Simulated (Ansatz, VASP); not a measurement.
# Two plane-wave programs on BeS

The input POSCAR:

```
BeS
1.0
    0.0000000000      2.4250000000      2.4250000000
    2.4250000000      0.0000000000      2.4250000000
    2.4250000000      2.4250000000      0.0000000000
S Be
1 1
Direct
    0.7500000000      0.7500000000      0.7500000000
    0.0000000000      0.0000000000      0.0000000000
```

INCAR.step1

```
ALGO = Normal
EDIFF = 1E-5
ENCUT = 520
GGA = PE
ISIF = 2
ISMEAR = -1
LASPH = T
LCHARG = F
LREAL = F
LWAVE = T
NBANDS = 11
NELM = 100
PREC = Accurate
SIGMA = 0.05
```

The input INCAR.step2:

```
ALGO = Normal
EDIFF = 1E-6
ENCUT = 520
GGA = PE
HFSCREEN = 0.2079
ISIF = 2
ISMEAR = -1
ISTART = 1
LASPH = T
LCHARG = F
LHFCALC = T
LREAL = F
LWAVE = F
NBANDS = 11
NELM = 100
PREC = Accurate
PRECFOCK = Normal
SIGMA = 0.05
```

Contents of KPOINTS:

```
k-points
0
Gamma
  6 6 6
```

Contents of input:

```
crystal:
  lattice:
    - [0.0, 2.425, 2.425]
    - [2.425, 0.0, 2.425]
    - [2.425, 2.425, 0.0]
  atoms:
    - { symbol: S, position: [0.75, 0.75, 0.75] }
    - { symbol: Be, position: [0.0, 0.0, 0.0] }
hamiltonian:
  xc: hse06
  pseudopotentials: { kind: paw }
kpoints:
  mp_grid: { grid: [6, 6, 6] }
  band_path:
    path:
      - [[0.0, 0.0, 0.0], [0.5, 0.0, 0.5], [0.5, 0.25, 0.75], [0.375, 0.375, 0.75], [0.0, 0.0, 0.0], [0.5, 0.5, 0.5], [0.625, 0.25, 0.625], [0.5, 0.25, 0.75], [0.5, 0.5, 0.5], [0.375, 0.375, 0.75]]
      - [[0.625, 0.25, 0.625], [0.5, 0.0, 0.5]]
    npoints: 4
scf:
  occupations: { method: fermi_dirac, width: 0.05 }
  n_extra_bands: 6
output:
  forces: true
  stress: true
  eigenvalues: true
  fatbands: false
```

Alike in both runs: functional HSE06; k mesh 6 × 6 × 6; occupations fermi-dirac, width 0.05 eV; no spin polarisation.

|  | VASP | Ansatz |
| --- | --- | --- |
| version | VASP 6.6.1 | Ansatz 0.2.0 |
| potentials or method | VASP PAW PBE potentials, release 64 (S, Be) | Ansatz PAW |
| plane-wave cutoff (eV) | 520 | 420 |
| valence electrons in the cell | 8 | 8 |
| task | single point | band structure |

Ansatz gave:

```
gap on the k mesh at the Fermi level (eV) : 4.06
least direct gap on the mesh (eV)         : 6.87
pressure (GPa)                            : 0.2
```

What did VASP give for the same quantities?

gap on the k mesh at the Fermi level (eV): 4.05; least direct gap on the mesh (eV): 6.86; pressure (GPa): 0.1.

With one functional, cell and mesh, what is left measures potentials, basis and numerics.
